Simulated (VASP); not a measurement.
Input of a VASP 6.6.1 run:

Contents of INCAR:

```
SYSTEM = Mo
  ALGO = Normal
  EDIFF = 1E-6
  ENCUT = 520
  GGA = PS
  ISIF = 2
  ISMEAR = 0
  LASPH = .True.
  LCHARG = .False.
  LREAL = .False.
  LWAVE = .False.
  NBANDS = 13
  NELM = 100
  PREC = Accurate
  SIGMA = 0.15
```

The input KPOINTS:

```
k-points
0
Gamma
  20 20 20
  0 0 0
```

The input POSCAR:

```
Mo
1.0
    0.0000000000      1.9344000000      1.8538000000
    1.9344000000      0.0000000000      1.8538000000
    1.9344000000      1.9344000000      0.0000000000
Mo
1
Direct
    0.0000000000      0.0000000000      0.0000000000
```

Potentials or basis: VASP PAW PBE potentials, release 64 (Mo_sv).

Run with:

```console
$ cat potpaw_PBE.64/Mo_sv/POTCAR > POTCAR
$ mpirun -np 1 vasp_std > vasp.out
```

Task: Predict the pressure.

Result: 37.3 GPa.

Task: Estimate the band gap on the k mesh.

Result: Zero (band 7 reaches 18.83 eV, above the bottom of band 8 at 13.23 eV).

Stress tensor (GPa, compression positive):
```
40.57  0.00  0.00
 0.00 40.57  0.00
 0.00  0.00 30.86
```

Caveat: the cell differs from its parent crystal (strain -0.040 along x and y, -0.080 along z); the PAW data sets were made with another functional, which shifts forces and pressure a little.
